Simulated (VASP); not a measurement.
Write the native input for VASP 6.6.1 that does the following.

| Property | Result |
| --- | --- |
| Task | relaxation of cell and atoms |
| Functional | PBE |
| Potentials or basis | VASP PAW PBE potentials, release 64 (Pt) |
| Cutoff | 600 eV |
| k mesh | 18 × 18 × 18 |
| Occupations | fermi-dirac, width 0.05 eV |
| Spin | no spin polarisation |
| Dipole correction | no |
| Further INCAR settings | ALGO = Normal; EDIFF = 1e-06; IBRION = 2; EDIFFG = -0.005; NSW = 60; ISIF = 3 |

The structure of Pt lies in POSCAR:

```
Pt
1.0
   -1.5761099088      1.5761099088      1.5761099088
    1.5761099088     -1.5761099088      1.5761099088
    1.5761099088      1.5761099088     -1.5761099088
Pt
1
Direct
    0.0000000000      0.0000000000      0.0000000000
```

The input as run:

INCAR

```
  ALGO = Normal
  EDIFF = 1E-6
  EDIFFG = -0.005
  ENCUT = 600
  GGA = PE
  IBRION = 2
  ISIF = 3
  ISMEAR = -1
  LASPH = T
  LCHARG = F
  LREAL = F
  LWAVE = F
  NELM = 100
  NSW = 60
  PREC = Accurate
  SIGMA = 0.05
```

KPOINTS

```
k-points
0
Gamma
  18 18 18
```

Potentials or basis: VASP PAW PBE potentials, release 64 (Pt).

Command:

```sh
$ cat potpaw_PBE.64/Pt/POTCAR > POTCAR
$ mpirun -np 1 vasp_std > vasp.out
```

It gave:

| Quantity | Value |
| --- | --- |
| Relaxed volume | 15.80 Å³/atom |
| Relaxed cell | a = 2.738 Å, b = 2.738 Å, c = 2.738 Å, α = 109.47°, β = 109.47°, γ = 109.47° |
| Space group after relaxing (to 0.05 Å) | Im-3m (No. 229) |
| Energy gained by relaxing | 0.9 meV/atom |
| Ionic steps | 3 |
| Pressure after relaxing | 0.0 GPa |
| Band gap on the k mesh | zero (band 5 reaches 11.23 eV, above the bottom of band 6 at 9.08 eV) |

Caveat: spin-orbit coupling is left out, which moves the levels of the heavy elements.

It took 32 s on 1 thread of Intel Xeon 6975P-C, on a shared host, peak memory 0.18 GiB.
